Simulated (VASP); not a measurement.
# InO in VASP: a series of runs

The runs below take InO through single point, with PBE.

All numbers are computed with VASP 6.6.1; they aren't measurements. Logs are shortened: lines on timing, memory, paths and dates and some standing lists are left out, and cuts for length are marked.

## (1) The cell of the first run

The cell holds a slab with vacuum, 4 atoms: a = 3.367 Å, b = 3.367 Å, c = 15.083 Å, α = 90.00°, β = 90.00°, γ = 120.00°.

## (2) Single point, PBE (strain -0.025 along x and y, -0.050 along z)

File INCAR:

```
SYSTEM = InO
PREC = Accurate
ENCUT = 520
EDIFF = 1E-7
ISMEAR = 0
SIGMA = 0.03
LREAL = .FALSE.
LASPH = .TRUE.
NELM = 60
ALGO = Normal
ISIF = 2
LWAVE = .FALSE.
LCHARG = .TRUE.
GGA = PE
LELF = .TRUE.
LVHAR = .TRUE.
NBANDS = 27
```

File KPOINTS:

```
Automatic mesh
0
G
  12 12 2
  0 0 0
```

File POSCAR:

```
InO
1.0
    3.3672734563      0.0000000000      0.0000000000
   -1.6836367282      2.9161443546      0.0000000000
    0.0000000000      0.0000000000     15.0832450000
In O
2 2
Direct
    0.6666666667      0.3333333333      0.5900210000
    0.6666666667      0.3333333333      0.4099790000
    0.0000000000      0.0000000000      0.6398670000
    0.0000000000      0.0000000000      0.3601330000
```

Potentials or basis: VASP PAW PBE potentials, release 64 (In_d, O).

Launch:

```
$ cat potpaw_PBE.64/In_d/POTCAR potpaw_PBE.64/O/POTCAR > POTCAR
$ mpirun -np 1 vasp_std > vasp.out
```

OUTCAR:

```text
SYSTEM = InO
   PREC = Accurate
   ENCUT = 520
   EDIFF = 1E-7
   ISMEAR = 0
   LREAL = .FALSE.
   LASPH = .TRUE.
   NELM = 60
   ISIF = 2
   GGA = PE

 ion  position               nearest neighbor table
   1  0.667  0.333  0.590-   3 2.08   3 2.08   3 2.08   2 2.72
   2  0.667  0.333  0.410-   4 2.08   4 2.08   4 2.08   1 2.72
   3  0.000  0.000  0.640-   1 2.08   1 2.08   1 2.08
   4  0.000  0.000  0.360-   2 2.08   2 2.08   2 2.08

  LATTYP: Found a hexagonal cell.
 ALAT       =     3.3672734563
 C/A-ratio  =     4.4793644460

  Lattice vectors:

 A1 = (   3.3672734563,   0.0000000000,   0.0000000000)
 A2 = (  -1.6836367282,   2.9161443546,   0.0000000000)
 A3 = (   0.0000000000,   0.0000000000,  15.0832450000)

Analysis of symmetry for initial positions (statically):
=====================================================================
 Subroutine PRICEL returns:
 Original cell was already a primitive cell.

 Routine SETGRP: Setting up the symmetry group for a
 hexagonal supercell.

 Subroutine GETGRP returns: Found 12 space group operations
 (whereof 12 operations were pure point group operations)
 out of a pool of 24 trial point group operations.

The static configuration has the point symmetry D_3h.

Analysis of symmetry for dynamics (positions and initial velocities):
=====================================================================
 Subroutine PRICEL returns:
 Original cell was already a primitive cell.

 Routine SETGRP: Setting up the symmetry group for a
 hexagonal supercell.

 Subroutine GETGRP returns: Found 12 space group operations
 (whereof 12 operations were pure point group operations)
 out of a pool of 24 trial point group operations.

The dynamic configuration has the point symmetry D_3h.

 Subroutine INISYM returns: Found 12 space group operations
 (whereof 12 operations are pure point group operations),
 and found     1 'primitive' translations

----------------------------------------------------------------------------------------

                                     Primitive cell

  volume of cell :     148.1093

  direct lattice vectors                    reciprocal lattice vectors
     3.367273456  0.000000000  0.000000000     0.296976178  0.171459276  0.000000000
    -1.683636728  2.916144355  0.000000000     0.000000000  0.342918552  0.000000000
     0.000000000  0.000000000 15.083245000     0.000000000  0.000000000  0.066298731

  length of vectors
     3.367273456  3.367273456 15.083245000     0.342918552  0.342918552  0.066298731

  position of ions in fractional coordinates (direct lattice)
     0.666666667  0.333333333  0.590021000
     0.666666667  0.333333333  0.409979000
     0.000000000  0.000000000  0.639867000
     0.000000000  0.000000000  0.360133000

  ion indices of the primitive-cell ions
   primitive index   ion index
                 1           1
                 2           2
                 3           3
                 4           4

----------------------------------------------------------------------------------------

 KPOINTS: Automatic mesh

Automatic generation of k-mesh.
 Grid dimensions read from file:
 generate k-points for:   12   12    2

 Generating k-lattice:

  Cartesian coordinates                     Fractional coordinates (reciprocal lattice)
     0.024748015  0.014288273  0.000000000     0.083333333 -0.000000000  0.000000000
     0.000000000  0.028576546  0.000000000     0.000000000  0.083333333  0.000000000
     0.000000000  0.000000000  0.033149365     0.000000000  0.000000000  0.500000000

  Length of vectors
     0.028576546  0.028576546  0.033149365

  Shift w.r.t. Gamma in fractional coordinates (k-lattice)
     0.000000000  0.000000000  0.000000000

 Subroutine IBZKPT returns following result:
 ===========================================

 Found     38 irreducible k-points:

 Following reciprocal coordinates:
            Coordinates               Weight
  0.000000  0.000000  0.000000      1.000000
  0.083333  0.000000  0.000000      6.000000
  0.166667  0.000000  0.000000      6.000000
  0.250000 -0.000000  0.000000      6.000000
  0.333333 -0.000000  0.000000      6.000000
  0.416667 -0.000000  0.000000      6.000000
[... 16 lines left out ...]
  0.250000 -0.000000  0.500000      6.000000
  0.333333 -0.000000  0.500000      6.000000
 [... further k-points ...]
   k-points           NKPTS =     38   k-points in BZ     NKDIM =     38   number of bands    NBANDS=     27
   number of dos      NEDOS =    301   number of ions     NIONS =      4
   total plane-waves  NPLWV =  87808
   dimension x,y,z NGX =    28 NGY =   28 NGZ =  112
   dimension x,y,z NGXF=    56 NGYF=   56 NGZF=  224
   ions per type =               2   2
   NGX,Y,Z   is equivalent  to a cutoff of  13.82, 13.82, 12.34 a.u.
   NGXF,Y,Z  is equivalent  to a cutoff of  27.65, 27.65, 24.69 a.u.
 SYSTEM =  InO
   PREC   = accura    normal or accurate (medium, high low for compatibility)
   ISTART =      0    job   : 0-new  1-cont  2-samecut
   ICHARG =      2    charge: 1-file 2-atom 10-const
   ISPIN  =      1    spin polarized calculation?
   LNONCOLLINEAR =      F non collinear calculations
   LSORBIT =      F    spin-orbit coupling
   LASPH  =      T    aspherical Exc in radial PAW
   ENCUT  =  520.0 eV  38.22 Ry    6.18 a.u.   6.26  6.26 28.04*2*pi/ulx,y,z
   NELM   =     60;   NELMIN=  2; NELMDL= -5     # of ELM steps
   EDIFF  = 0.1E-06   stopping-criterion for ELM
   LREAL  =      F    real-space projection
   EDIFFG = 0.1E-05   stopping-criterion for IOM
   NSW    =      0    number of steps for IOM
   IBRION =     -1    ionic relax: 0-MD 1-quasi-New 2-CG
   NFREE  =      0    steps in history (QN), initial steepest desc. (CG)
   ISIF   =      2    stress and relaxation
   ISYM   =      2    0-nonsym 1-usesym 2-fastsym
   POTIM  = 0.5000    time-step for ionic-motion
   TEBEG  =    0.0;   TEEND  =   0.0 temperature during run
   PSTRESS=    0.0 pullay stress
   NELECT =      38.0000    total number of electrons
   NUPDOWN=      -1.0000    fix difference up-down
   EMIN   =  10.00;   EMAX   =-10.00  energy-range for DOS
   EFERMI =   0.00;   METHOD = LEGACY
   ISMEAR =     0;   SIGMA  =   0.03  broadening in eV -4-tet -1-fermi 0-gaus
   EFERMI_NEDOS =   21; number of points for ismear=-14 and -15
   IALGO  =     38    algorithm
   IMIX   =      4    mixing-type and parameters
     AMIX     =   0.40;   BMIX     =  1.00
     AMIX_MAG =   1.60;   BMIX_MAG =  1.00
  volume/ion in A,a.u.               =      37.03       249.87
  Fermi-wavevector in a.u.,A,eV,Ry     =   1.040260  1.965807 14.723425  1.082141
  Thomas-Fermi vector in A             =   2.174828
   LORBIT       =      0    0 simple, 1 ext, 2 COOP (PROOUT), +10 PAW based schemes
   GGA     = PE    functional components
   LHFCALC =     F    Hartree Fock is set to
   AEXX    =    0.0000 exact exchange contribution
   IVDW    =     0    specifies the selected vdW correction
   LEPSILON=     F    determine dielectric tensor
   LRPA    =     F    only Hartree local field effects (RPA)
 non-spin polarized calculation
 Gauss-broadening in eV      SIGMA  =   0.03
  energy-cutoff  :      520.00
  volume of cell :      148.11
 maximum number of plane-waves:      4016
 NGX is ok and might be reduce to    28
   NGX = 13   NGY = 13   NGZ = 57

 number of electron      38.0000004 magnetization

 Free energy of the ion-electron system (eV)
  ---------------------------------------------------
  ext. energy  EPLUGINS =         0.00000000
  ---------------------------------------------------
  free energy    TOTEN  =       -19.22745259 eV

  energy without entropy =      -19.22745259  energy(sigma->0) =      -19.22745259

 E-fermi :  -0.8474     XC(G=0):  -5.1826

 val. band max:       -1.0180924415   @ k =   0.3333   0.3333   0.0000
 cond. band min:      -0.4775697625   @ k =   0.0000   0.0000   0.5000
 fundamental gap:      0.5405226790
 Fermi energy:        -0.8473745830

 k-point     1 :       0.0000    0.0000    0.0000
  band No.  band energies     occupation
      1     -19.1948      2.00000
      2     -19.1629      2.00000
      3     -14.6905      2.00000
      4     -14.6905      2.00000
      5     -14.6415      2.00000
      6     -14.6238      2.00000
[... 19 lines left out ...]
     26       8.7496      0.00000
     27       8.7496      0.00000

 k-point     2 :       0.0833    0.0000    0.0000
  band No.  band energies     occupation
      1     -19.1812      2.00000
      2     -19.1510      2.00000
      3     -14.7368      2.00000
      4     -14.6695      2.00000
      5     -14.6005      2.00000
      6     -14.6004      2.00000
[... 19 lines left out ...]
     26       7.7934      0.00000
     27       8.6217      0.00000

 k-point     3 :       0.1667    0.0000    0.0000
  band No.  band energies     occupation
      1     -19.1465      2.00000
      2     -19.1206      2.00000
      3     -14.7603      2.00000
      4     -14.6169      2.00000
      5     -14.5363      2.00000
      6     -14.5298      2.00000
[... 19 lines left out ...]
     26       7.8411      0.00000
     27       8.3340      0.00000

 k-point     4 :       0.2500   -0.0000    0.0000
  band No.  band energies     occupation
      1     -19.1057      2.00000
      2     -19.0846      2.00000
      3     -14.7513      2.00000
      4     -14.5636      2.00000
      5     -14.4681      2.00000
      6     -14.4508      2.00000
[... 19 lines left out ...]
     26       8.0336      0.00000
     27       8.1795      0.00000

 k-point     5 :       0.3333   -0.0000    0.0000
  band No.  band energies     occupation
      1     -19.0724      2.00000
      2     -19.0548      2.00000
      3     -14.7316      2.00000
      4     -14.5376      2.00000
      5     -14.5025      2.00000
      6     -14.3788      2.00000
[... 19 lines left out ...]
     26       7.7982      0.00000
     27       8.5981      0.00000

 k-point     6 :       0.4167   -0.0000    0.0000
  band No.  band energies     occupation
      1     -19.0527      2.00000
      2     -19.0368      2.00000
      3     -14.7202      2.00000
      4     -14.5321      2.00000
      5     -14.5209      2.00000
      6     -14.3763      2.00000
[... 444 lines left out ...]
      1     -19.1812      2.00000
      2     -19.1509      2.00000
      3     -14.7368      2.00000
      4     -14.6695      2.00000
      5     -14.6005      2.00000
      6     -14.6003      2.00000
[... 19 lines left out ...]
     26       8.6217      0.00000
     27       8.6408      0.00000

 k-point    22 :       0.1667    0.0000    0.5000
  band No.  band energies     occupation
      1     -19.1466      2.00000
      2     -19.1207      2.00000
      3     -14.7603      2.00000
      4     -14.6169      2.00000
      5     -14.5364      2.00000
      6     -14.5298      2.00000
[... 19 lines left out ...]
     26       8.3340      0.00000
     27       8.6672      0.00000

 k-point    23 :       0.2500   -0.0000    0.5000
  band No.  band energies     occupation
      1     -19.1057      2.00000
      2     -19.0847      2.00000
      3     -14.7514      2.00000
      4     -14.5636      2.00000
      5     -14.4681      2.00000
      6     -14.4508      2.00000
[... 19 lines left out ...]
     26       7.8249      0.00000
     27       8.0336      0.00000

 k-point    24 :       0.3333   -0.0000    0.5000
  band No.  band energies     occupation
      1     -19.0724      2.00000
      2     -19.0548      2.00000
      3     -14.7316      2.00000
      4     -14.5376      2.00000
      5     -14.5025      2.00000
      6     -14.3788      2.00000
[... 19 lines left out ...]
     26       7.7982      0.00000
     27       8.0552      0.00000

 [... further k-points ...]

------------------------ aborting loop because EDIFF is reached ----------------------------------------

  FORCE on cell =-STRESS in cart. coord.  units (eV):
  Direction    XX          YY          ZZ          XY          YZ          ZX
  --------------------------------------------------------------------------------------
  -------------------------------------------------------------------------------------
  Total        4.4403098      4.4403098      3.5132059     -0.0000000      0.0000000      0.0000000
  in kB       48.0332154     48.0332154     38.0042351     -0.0000000      0.0000000      0.0000000
  external PRESSURE =      44.6902220 kB  Pullay stress =       0.0000000 kB

 VOLUME and BASIS-vectors are now :
 -----------------------------------------------------------------------------
  energy-cutoff  :      520.00
  volume of cell :      148.11
      direct lattice vectors                 reciprocal lattice vectors
     3.367273456  0.000000000  0.000000000     0.296976178  0.171459276  0.000000000
    -1.683636728  2.916144355  0.000000000     0.000000000  0.342918552  0.000000000
     0.000000000  0.000000000 15.083245000     0.000000000  0.000000000  0.066298731

 POSITION                                       TOTAL-FORCE (eV/Angst)
 -----------------------------------------------------------------------------------
      1.68364      0.97205      8.89943        -0.000000      0.000000     -0.042928
      1.68364      0.97205      6.18381        -0.000000      0.000000      0.042928
      0.00000      0.00000      9.65127         0.000000     -0.000000      0.876488
      0.00000      0.00000      5.43197         0.000000     -0.000000     -0.876488
 -----------------------------------------------------------------------------------
    total drift:                               -0.000001      0.000000      0.000000

  FREE ENERGIE OF THE ION-ELECTRON SYSTEM (eV)
  ---------------------------------------------------
  free  energy   TOTEN  =       -19.2274525880 eV

  energy  without entropy=      -19.2274525880  energy(sigma->0) =      -19.22745259
```

It took 2.9 min on 1 thread of AMD EPYC 9R14 (Zen 4), shared host; peak memory 0.31 GiB.

Results:

| Item | Value |
| --- | --- |
| Free energy | -19.2275 eV |
| Largest force | 0.876 eV/Å |
| Band gap on the k mesh | 0.54 eV (least direct gap 1.40 eV) |

Forces in eV/Å, atoms in the order of the input:
```
In   0.000  0.000 -0.043
In   0.000  0.000  0.043
O    0.000  0.000  0.876
O    0.000  0.000 -0.876
```

Caveat: the cell differs from its parent crystal (strain -0.025 along x and y, -0.050 along z); spin-orbit coupling is left out, which moves the levels of the heavy elements.

(Continued in part 2 of 2.)
